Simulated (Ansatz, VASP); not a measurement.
**InSb: VASP beside Ansatz**

File POSCAR:

```
InSb
1.0
    0.0000000000      3.2391000000      3.1905135000
    3.2391000000      0.0000000000      3.1905135000
    3.2391000000      3.2391000000      0.0000000000
In Sb
1 1
Direct
    0.0000000000      0.0000000000      0.0000000000
    0.7500000000      0.7500000000      0.7500000000
```

Contents of INCAR.step1:

```
PREC     = Accurate       # precision mode
ENCUT    = 520            # plane-wave cutoff, eV
ISMEAR   = 0              # smearing method
SIGMA    = 0.03           # smearing width, eV
LREAL    = False          # projectors in reciprocal space
LASPH    = True           # aspherical terms in the spheres
NELM     = 100            # most SCF steps
NBANDS   = 16             # bands
GGA      = PE             # functional
ALGO     = Normal         # electronic algorithm
EDIFF    = 1E-4           # SCF threshold, eV
LWAVE    = True           # write WAVECAR
LCHARG   = False          # write CHGCAR
```

File INCAR.step2:

```
PREC     = Accurate       # precision mode
ENCUT    = 520            # plane-wave cutoff, eV
EDIFF    = 1E-6           # SCF threshold, eV
ISMEAR   = 0              # smearing method
SIGMA    = 0.03           # smearing width, eV
LREAL    = False          # projectors in reciprocal space
LASPH    = True           # aspherical terms in the spheres
NELM     = 100            # most SCF steps
ALGO     = Normal         # electronic algorithm
ISIF     = 2              # what is computed and relaxed
LWAVE    = False          # write WAVECAR
LCHARG   = False          # write CHGCAR
METAGGA  = R2SCAN         # meta-GGA
LMIXTAU  = True         
NBANDS   = 16             # bands
ISTART   = 1
```

KPOINTS

```
regular mesh
0
Gamma
  10 10 10
```

Input for Ansatz:

```yaml
crystal:
  lattice:
    - [0.0, 3.2391, 3.1905135]
    - [3.2391, 0.0, 3.1905135]
    - [3.2391, 3.2391, 0.0]
  atoms:
    - { symbol: In, position: [0.0, 0.0, 0.0] }
    - { symbol: Sb, position: [0.75, 0.75, 0.75] }
basis:
  ecutwfc: 500
kpoints:
  mp_grid: { grid: [10, 10, 10] }
hamiltonian:
  xc: r2scan
scf:
  occupations: { method: gaussian, width: 0.03 }
output:
  forces: true
  stress: true
  eigenvalues: true
```

Change from the starting cell: strain -0.0150 x Voigt [0, 0, 1, 0, 0, 0], atoms carried along.

Alike in both runs: task single point; functional r2SCAN; k mesh 10 × 10 × 10; occupations gaussian, width 0.03 eV; no spin polarisation.

|  | VASP | Ansatz |
| --- | --- | --- |
| version | VASP 6.6.1 | Ansatz 0.2.0 |
| potentials or method | VASP PAW PBE potentials, release 64 (In_d, Sb), cutoff 520 eV | scalar-relativistic, plane waves, PAW |
| valence electrons in the cell | 18 | 28 |

|  | VASP | Ansatz | Ansatz less VASP |
| --- | --- | --- | --- |
| gap on the k mesh at the Fermi level (eV) | 0.28 | 0.28 | 0.000 |
| least direct gap on the mesh (eV) | 0.28 | 0.28 | 0.000 |
| pressure (GPa) | 2.5 | 2.5 | +0.01 |
| traceless stress, the component that is largest in VASP (GPa) | 0.29 | 0.29 | -0.001 |

VASP's potentials were made for PBE, not for r2SCAN. With one functional, cell and mesh, what is left measures potentials, basis and numerics. VASP's potentials hold 18 valence electrons a cell and Ansatz's 28, so a difference there can come from the potentials and not from the codes.

Spin-orbit coupling is off throughout.
